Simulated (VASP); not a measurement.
Re:

```
Re
1.0
     2.78471    0.00000    0.00000
    -1.39235    2.41163    0.00000
     0.00000    0.00000    8.99804
Re
4
Direct
  0.66667 0.33333 0.75000
  0.00000 0.00000 0.50000
  0.33333 0.66667 0.25000
  0.00000 0.00000 0.00000
```

Base run:

| Item | Value |
| --- | --- |
| Program | VASP 6.6.1 |
| Functional | PBEsol |
| Potentials or basis | VASP PAW PBE potentials, release 64 (Re) |
| Cutoff | 520 eV |
| k mesh | 11 × 11 × 3 |
| Occupations | fermi-dirac, width 0.05 eV |
| Spin | no spin polarisation |

Its results: band gap on the k mesh zero (band 14 reaches 8.54 eV, above the bottom of band 15 at 6.21 eV); pressure -13.8 GPa.

Question: The run is repeated on the same cell with these changes: functional from PBEsol to LDA; potentials or basis from VASP PAW PBE potentials, release 64 (Re) to VASP PAW LDA potentials, release 64 (Re). What comes out?

Answer: Band gap on the k mesh zero (band 14 reaches 8.70 eV, above the bottom of band 15 at 6.32 eV); pressure -18.2 GPa.

Caveats: spin-orbit coupling is left out, which moves the levels of the heavy elements; the PAW data sets were made with another functional, which shifts forces and pressure a little (some runs).
